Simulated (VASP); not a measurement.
Write the native input for VASP 6.6.1 that does the following.

```
Task                   : single point
Functional             : PBE
Potentials or basis    : VASP PAW PBE potentials, release 64 (Sn_d)
Cutoff                 : 520 eV
k mesh                 : 16 × 16 × 16
Occupations            : gaussian, width 0.1 eV
Spin                   : no spin polarisation
Dipole correction      : no
Further INCAR settings : ALGO = Normal; EDIFF = 1e-06; NBANDS = 13
```

The structure of Sn lies in POSCAR:

```
Sn
1.0
   -1.9080339917      1.9080339917      1.9080339917
    1.9080339917     -1.9080339917      1.9080339917
    1.9080339917      1.9080339917     -1.9080339917
Sn
1
Direct
    0.0000000000      0.0000000000      0.0000000000
```

One way to write it, as run:

INCAR

```
SYSTEM = Sn
ALGO = Normal
EDIFF = 1E-6
ENCUT = 520
GGA = PE
ISIF = 2
ISMEAR = 0
LASPH = .True.
LCHARG = .False.
LREAL = .False.
LWAVE = .False.
NBANDS = 13
NELM = 60
PREC = Accurate
SIGMA = 0.1
```

KPOINTS

```
k-points
0
Gamma
  16 16 16
  0 0 0
```

Potentials or basis: VASP PAW PBE potentials, release 64 (Sn_d).

Command:

```sh
$ cat potpaw_PBE.64/Sn_d/POTCAR > POTCAR
$ mpirun -np 1 vasp_std > vasp.out
```

It gave:

| Property | Result |
| --- | --- |
| Pressure | 0.0 GPa |
| Band gap on the k mesh | zero (band 7 reaches 15.59 eV, above the bottom of band 8 at 5.52 eV) |

Caveat: spin-orbit coupling is left out, which moves the levels of the heavy elements.

Run time: 63 s on 1 thread of Intel(R) Xeon(R) Platinum 8259CL CPU @ 2.50GHz (Skylake/Cascade Lake), on a shared host, peak memory 0.19 GiB.
